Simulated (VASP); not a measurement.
**Se: single point with LDA**

Crystal: Se.

```
Se
1.0
     1.88570    1.08871    0.86367
    -1.88570    1.08871    0.86367
     0.00000   -2.17742    0.86367
Se
1
Cartesian
  0.0000 0.0000 0.0000
```

```
Program                : VASP 6.6.1
Task                   : single point
Functional             : LDA
Potentials or basis    : VASP PAW LDA potentials, release 64 (Se)
Cutoff                 : 520 eV
k mesh                 : 13 × 13 × 13
Occupations            : fermi-dirac, width 0.1 eV
Spin                   : no spin polarisation
Dipole correction      : no
Further INCAR settings : ALGO = Normal; EDIFF = 1e-07; NBANDS = 9
```

```json
{
 "Pressure": "189.7 GPa",
 "Band gap on the k mesh": "zero (band 3 reaches 24.83 eV, above the bottom of band 4 at 8.86 eV)"
}
```

Stress tensor (GPa, compression positive):
```
193.87   0.00   0.00
  0.00 193.87   0.00
  0.00   0.00 181.42
```

Levels at points of the mesh, in eV from the Fermi level:
```
           k point  band 1  band 2  band 3  band 4  band 5  band 6
(0.00, 0.00, 0.00)  -24.75    5.91    8.27    8.27   12.57   12.57
```

It took 13 s on 1 thread of Intel(R) Xeon(R) Platinum 8488C (Sapphire Rapids), with other jobs on the host, peak memory 0.13 GiB.
